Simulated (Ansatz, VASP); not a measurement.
Os: VASP beside Ansatz

File POSCAR:

```
Os
1.0
    2.7643210814      0.0000000000      0.0000000000
   -1.3821605407      2.3939722807      0.0000000000
    0.0000000000      0.0000000000      4.3549661425
Os
2
Direct
    0.3333333333      0.6666666667      0.2500000000
    0.6666666667      0.3333333333      0.7500000000
```

File INCAR.step1:

```
SYSTEM = Os
ALGO     = Normal         ! electronic algorithm
EDIFF    = 1E-5           ! SCF threshold, eV
ENCUT    = 580            ! plane-wave cutoff, eV
GGA      = PE             ! functional
GGA_COMPAT= .FALSE.      
ISMEAR   = -1             ! smearing method
LASPH    = .TRUE.         ! aspherical terms in the spheres
LCHARG   = .FALSE.        ! write CHGCAR
LREAL    = .FALSE.        ! projectors in reciprocal space
LWAVE    = .TRUE.         ! write WAVECAR
NBANDS   = 15             ! bands
NELM     = 120            ! most SCF steps
PREC     = Accurate       ! precision mode
SIGMA    = 0.05           ! smearing width, eV
```

The input INCAR.step2:

```
SYSTEM = Os
ALGO     = Normal         ! electronic algorithm
EDIFF    = 1E-8           ! SCF threshold, eV
ENCUT    = 580            ! plane-wave cutoff, eV
GGA_COMPAT= .FALSE.      
ISIF     = 2              ! what is computed and relaxed
ISMEAR   = -1             ! smearing method
ISTART   = 1            
LASPH    = .TRUE.         ! aspherical terms in the spheres
LCHARG   = .FALSE.        ! write CHGCAR
LEFG     = .TRUE.       
LMIXTAU  = .TRUE.       
LREAL    = .FALSE.        ! projectors in reciprocal space
LWAVE    = .FALSE.        ! write WAVECAR
METAGGA  = R2SCAN         ! meta-GGA
NBANDS   = 15             ! bands
NELM     = 120            ! most SCF steps
PREC     = Accurate       ! precision mode
SIGMA    = 0.05           ! smearing width, eV
```

KPOINTS

```
k-points
0
G
  15 15 9
  0 0 0
```

Input for Ansatz:

```yaml
crystal:
  lattice:
    - [2.7643210814, 0.0, 0.0]
    - [-1.3821605407, 2.3939722807, 0.0]
    - [0.0, 0.0, 4.3549661425]
  atoms:
    - { symbol: Os, position: [0.3333333333, 0.6666666667, 0.25] }
    - { symbol: Os, position: [0.6666666667, 0.3333333333, 0.75] }
kpoints:
  mp_grid: { grid: [15, 15, 9] }
scf:
  occupations: { method: fermi_dirac, width: 0.05 }
hamiltonian:
  xc: r2scan
  pseudopotentials: { kind: paw }
output:
  forces: true
  stress: true
  eigenvalues: true
  efg: { contact_densities: true }
```

Change from the starting cell: volume scaled by 1.02, PAW files.

Alike in both runs: task electric field gradients; functional r2SCAN; k mesh 15 × 15 × 9; occupations fermi-dirac, width 0.05 eV; no spin polarisation.

|  | VASP | Ansatz |
| --- | --- | --- |
| version | VASP 6.6.1 | Ansatz 0.2.0 |
| potentials or method | VASP PAW PBE potentials, release 64 (Os) | PAW with Ansatz's default frozen-core files, scalar-relativistic |
| plane-wave cutoff (eV) | 580 | 500 |
| valence electrons in the cell | 16 | 32 |

Ansatz gave:

| Quantity | Value |
| --- | --- |
| pressure (GPa) | -11.2 |
| traceless stress, the component that is largest in VASP (GPa) | 0.58 |
| size of Vzz on the site where it differs most (V/Å²) | 61.0 |

**Question.** What did VASP give for the same quantities?

**Answer.** Pressure (GPa): -10.4; traceless stress, the component that is largest in VASP (GPa): 0.58; size of Vzz on the site where it differs most (V/Å²): 79.4.

VASP's potentials were made for PBE, not for r2SCAN. With one functional, cell and mesh, what is left measures potentials, basis and numerics. VASP's potentials hold 16 valence electrons a cell and Ansatz's 32, so a difference there can come from the potentials and not from the codes.

Spin-orbit coupling is off throughout.
